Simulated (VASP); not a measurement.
A run of VASP 6.6.1:

Contents of INCAR:

```
PREC = Accurate
ENCUT = 520
EDIFF = 1E-6
ISMEAR = 0
SIGMA = 0.05
LREAL = F
LASPH = T
NELM = 60
ALGO = Normal
ISIF = 2
LWAVE = F
LCHARG = F
GGA = PS
NBANDS = 29
```

The input KPOINTS:

```
regular mesh
0
Gamma
  8 8 8
```

The input POSCAR:

```
SnF4
1.0
   -1.8630000000      1.8630000000      3.8064000000
    1.8630000000     -1.8630000000      3.8064000000
    1.8630000000      1.8630000000     -3.8064000000
Sn F
1 4
Direct
    0.0000000000      0.0000000000      0.0000000000
    0.2370000000      0.2370000000      0.0000000000
    0.7630000000      0.7630000000      0.0000000000
    0.5000000000      0.0000000000      0.5000000000
    0.0000000000      0.5000000000      0.5000000000
```

Potentials or basis: VASP PAW PBE potentials, release 64 (Sn_d, F).

Launch:

```sh
$ cat potpaw_PBE.64/Sn_d/POTCAR potpaw_PBE.64/F/POTCAR > POTCAR
$ mpirun -np 1 vasp_std > vasp.out
```

Hardware: 1 thread of Intel Xeon 6975P-C, with other jobs on the host.

Problem. Estimate the wall time of this run.

Solution. It took 110 s on 1 thread of Intel Xeon 6975P-C, on a shared host, peak memory 0.24 GiB. Counts: scf iterations 14, k points 59.
